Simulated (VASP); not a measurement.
# Re (Fd-3m) in VASP: further runs, part 2 of 2

VASP 6.6.1.

## Step 4: Relaxation of cell and atoms, r2SCAN, target pressure 30 GPa, at which the enthalpy is minimised

POSCAR

```
Re
1.0
    0.0000000000      2.6750000000      2.6750000000
    2.6750000000      0.0000000000      2.6750000000
    2.6750000000      2.6750000000      0.0000000000
Re
2
Direct
    0.0000000000      0.0000000000      0.0000000000
    0.2500000000      0.2500000000      0.2500000000
```

INCAR.step1

```
SYSTEM = Re
  PREC = Accurate
  ENCUT = 600
  ISMEAR = -1
  SIGMA = 0.05
  LREAL = .False.
  LASPH = .True.
  NELM = 100
  GGA = PE
  ALGO = Normal
  EDIFF = 1E-4
  LWAVE = .True.
  LCHARG = .False.
```

INCAR.step2

```
SYSTEM = Re
  PREC = Accurate
  ENCUT = 600
  EDIFF = 1E-7
  ISMEAR = -1
  SIGMA = 0.05
  LREAL = .False.
  LASPH = .True.
  NELM = 100
  ALGO = Normal
  ISIF = 3
  LWAVE = .False.
  LCHARG = .False.
  METAGGA = R2SCAN
  LMIXTAU = .True.
  IBRION = 2
  NSW = 60
  EDIFFG = -0.02
  PSTRESS = 300.0
  ISTART = 1
```

KPOINTS

```
regular mesh
0
Gamma
  6 6 6
  0 0 0
```

Potentials or basis: VASP PAW PBE potentials, release 64 (Re).

On the command line:

```
$ cat potpaw_PBE.64/Re/POTCAR > POTCAR
$ cp INCAR.step1 INCAR
$ mpirun -np 1 vasp_std > vasp.out
$ cp INCAR.step2 INCAR
$ mpirun -np 1 vasp_std > vasp.out
```

OUTCAR:

```text
SYSTEM = Re
   PREC = Accurate
   ENCUT = 600
   EDIFF = 1E-7
   ISMEAR = -1
   LREAL = .False.
   LASPH = .True.
   NELM = 100
   ISIF = 3
   METAGGA = R2SCAN
   IBRION = 2
   NSW = 60
   EDIFFG = -0.02
   PSTRESS = 300.0
   ISTART = 1

 ion  position               nearest neighbor table
   1  0.000  0.000  0.000-   2 2.32   2 2.32   2 2.32   2 2.32
   2  0.250  0.250  0.250-   1 2.32   1 2.32   1 2.32   1 2.32

  LATTYP: Found a face centered cubic cell.
 ALAT       =     5.3500000000

  Lattice vectors:

 A1 = (   0.0000000000,   2.6750000000,   2.6750000000)
 A2 = (   2.6750000000,   0.0000000000,   2.6750000000)
 A3 = (   2.6750000000,   2.6750000000,   0.0000000000)

Analysis of symmetry for initial positions (statically):
=====================================================================
 Subroutine PRICEL returns:
 Original cell was already a primitive cell.

 Routine SETGRP: Setting up the symmetry group for a
 face centered cubic supercell.

 Subroutine GETGRP returns: Found 48 space group operations
 (whereof 24 operations were pure point group operations)
 out of a pool of 48 trial point group operations.

The static configuration has the point symmetry T_d .
 The point group associated with its full space group is O_h .

Analysis of symmetry for dynamics (positions and initial velocities):
=====================================================================
 Subroutine PRICEL returns:
 Original cell was already a primitive cell.

 Routine SETGRP: Setting up the symmetry group for a
 face centered cubic supercell.

 Subroutine GETGRP returns: Found 48 space group operations
 (whereof 24 operations were pure point group operations)
 out of a pool of 48 trial point group operations.

The dynamic configuration has the point symmetry T_d .
 The point group associated with its full space group is O_h .

 Subroutine INISYM returns: Found 48 space group operations
 (whereof 24 operations are pure point group operations),
 and found     1 'primitive' translations
[... 93 lines left out ...]
   ISYM   =      2    0-nonsym 1-usesym 2-fastsym
   POTIM  = 0.5000    time-step for ionic-motion
   TEBEG  =    0.0;   TEEND  =   0.0 temperature during run
   PSTRESS=  300.0 pullay stress
   NELECT =      14.0000    total number of electrons
   NUPDOWN=      -1.0000    fix difference up-down
   EMIN   =  10.00;   EMAX   =-10.00  energy-range for DOS
   EFERMI =   0.00;   METHOD = LEGACY
   ISMEAR =    -1;   SIGMA  =   0.05  broadening in eV -4-tet -1-fermi 0-gaus
   EFERMI_NEDOS =   21; number of points for ismear=-14 and -15
   IALGO  =     38    algorithm
   IMIX   =      4    mixing-type and parameters
     AMIX     =   0.40;   BMIX     =  1.00
     AMIX_MAG =   1.60;   BMIX_MAG =  1.00
  volume/ion in A,a.u.               =      19.14       129.17
  Fermi-wavevector in a.u.,A,eV,Ry     =   1.170713  2.212327 18.647718  1.370569
  Thomas-Fermi vector in A             =   2.307167
   LORBIT       =      0    0 simple, 1 ext, 2 COOP (PROOUT), +10 PAW based schemes
   METAGGA = R2SCAN    functional components
   LHFCALC =     F    Hartree Fock is set to
   AEXX    =    0.0000 exact exchange contribution
   IVDW    =     0    specifies the selected vdW correction
   LEPSILON=     F    determine dielectric tensor
   LRPA    =     F    only Hartree local field effects (RPA)
 conjugate gradient relaxation of ions
 non-spin polarized calculation
  energy-cutoff  :      600.00
  volume of cell :       38.28
 maximum number of plane-waves:      1303
   NGX = 15   NGY = 15   NGZ = 15

--------------------------------------- Ionic step        1  -------------------------------------------

 number of electron      14.0000001 magnetization

 Free energy of the ion-electron system (eV)
  ---------------------------------------------------
  ext. energy  EPLUGINS =         0.00000000
  ---------------------------------------------------
  free energy    TOTEN  =      -101.23558522 eV

  energy without entropy =     -101.22142562  energy(sigma->0) =     -101.22850542

------------------------ aborting loop because EDIFF is reached ----------------------------------------

  FORCE on cell =-STRESS in cart. coord.  units (eV):
  Direction    XX          YY          ZZ          XY          YZ          ZX
  --------------------------------------------------------------------------------------
  -------------------------------------------------------------------------------------
  Total        7.8386660      7.8386660      7.8386660     -0.0000000     -0.0000000      0.0000000
  in kB      328.0585680    328.0585680    328.0585680     -0.0000000     -0.0000000      0.0000000
  external PRESSURE =      28.0585680 kB  Pullay stress =     300.0000000 kB
[... 63 lines left out ...]
--------------------------------------- Ionic step        3  -------------------------------------------

 number of electron      14.0000000 magnetization

 Free energy of the ion-electron system (eV)
  ---------------------------------------------------
  ext. energy  EPLUGINS =         0.00000000
  ---------------------------------------------------
  free energy    TOTEN  =      -101.30718156 eV

  energy without entropy =     -101.29279522  energy(sigma->0) =     -101.29998839

 E-fermi :   4.7019     XC(G=0): -12.6225

 val. band max:        4.7006361627   @ k =  -0.3333   0.3333   0.1667
 cond. band min:       4.8521379663   @ k =  -0.3333   0.3333   0.1667
 fundamental gap:      0.1515018036
 Fermi energy:         4.7018832288

 k-point     1 :       0.0000    0.0000    0.0000
  band No.  band energies     occupation
      1      -3.1482      2.00000
      2       0.8056      2.00000
      3       0.8056      2.00000
      4       1.9198      2.00000
      5       1.9198      2.00000
      6       1.9198      2.00000
      7       5.5140      0.00000
      8       5.5140      0.00000
      9       5.5140      0.00000
     10      10.0115      0.00000
     11      10.0115      0.00000
[... 241 lines left out ...]
  energy  without entropy=     -101.2927952225  energy(sigma->0) =     -101.29998839

  enthalpy is  TOTEN    =       -94.0704627084 eV   P V=        7.2367188554

 reached required accuracy - stopping structural energy minimisation
```

OUTCAR.step1:

```text
SYSTEM = Re
   PREC = Accurate
   ENCUT = 600
   ISMEAR = -1
   LREAL = .False.
   LASPH = .True.
[... 435 lines left out ...]
      0.00000      0.00000      0.00000        -0.000000     -0.000000     -0.000000
      1.33750      1.33750      1.33750         0.000000      0.000000      0.000000
 -----------------------------------------------------------------------------------
    total drift:                                0.000000     -0.000000      0.000000

  FREE ENERGIE OF THE ION-ELECTRON SYSTEM (eV)
  ---------------------------------------------------
  free  energy   TOTEN  =       -21.0434735907 eV

  energy  without entropy=      -21.0293106921  energy(sigma->0) =      -21.03639214
```

It took 86 s on 1 thread of Intel Xeon Platinum 8488C (Sapphire Rapids), shared host; peak memory 0.18 GiB.

What came out:

```
Free energy                                            : -101.3072 eV
Relaxed volume                                         : 19.32 Å³/atom
Relaxed cell                                           : a = 3.795 Å, b = 3.795 Å, c = 3.795 Å, α = 60.00°, β = 60.00°, γ = 60.00°
Space group after relaxing (to 0.05 Å)                 : Fd-3m (No. 227)
Energy change on relaxing (the enthalpy is what falls) : -35.8 meV/atom
Ionic steps                                            : 3
Pressure after relaxing                                : 30.0 GPa
Band gap on the k mesh                                 : zero (band 7 reaches 5.51 eV, above the bottom of band 8 at 4.16 eV)
```

The path:
| step | energy change (eV) | largest force (eV/Å) | pressure (GPa) | volume (Å³) |
| --- | --- | --- | --- | --- |
| 1 | 0.0000 | 0.0000 | 32.81 | 38.28 |
| 2 | -0.3042 | 0.0000 | 19.35 | 40.17 |
| 3 | -0.0716 | 0.0000 | 29.97 | 38.65 |

Final structure:
```yaml
crystal:
  lattice:
    - [0.00000, 2.68349, 2.68349]
    - [2.68349, 0.00000, 2.68349]
    - [2.68349, 2.68349, 0.00000]
  atoms:
    - { symbol: Re, position: [0.00000, 0.00000, 0.00000] }
    - { symbol: Re, position: [0.25000, 0.25000, 0.25000] }
```

Caveat: the cell is relaxed towards a set pressure, so the enthalpy falls and the energy may rise; the PAW data sets were made with another functional, which shifts forces and pressure a little; spin-orbit coupling is left out, which moves the levels of the heavy elements.

## Step 5: Overview

| cell | gap on the mesh (eV) | pressure (GPa) |
| --- | --- | --- |
| relaxed to 10 GPa | none | 10.1 |
| relaxed to 20 GPa | none | 20.0 |
| relaxed to 30 GPa | none | 30.0 |

Alike in all rows: task relaxation of cell and atoms; level r2SCAN; potentials or basis VASP PAW PBE potentials, release 64 (Re); no spin polarisation; k mesh 6 × 6 × 6; cutoff (eV) 600; smearing fermi-dirac 0.05 eV.

Caveats: the cell is relaxed towards a set pressure, so the enthalpy falls and the energy may rise; the PAW data sets were made with another functional, which shifts forces and pressure a little; spin-orbit coupling is left out, which moves the levels of the heavy elements.

Total energies depend on the potentials used, so only differences within one code and one set of settings carry meaning.
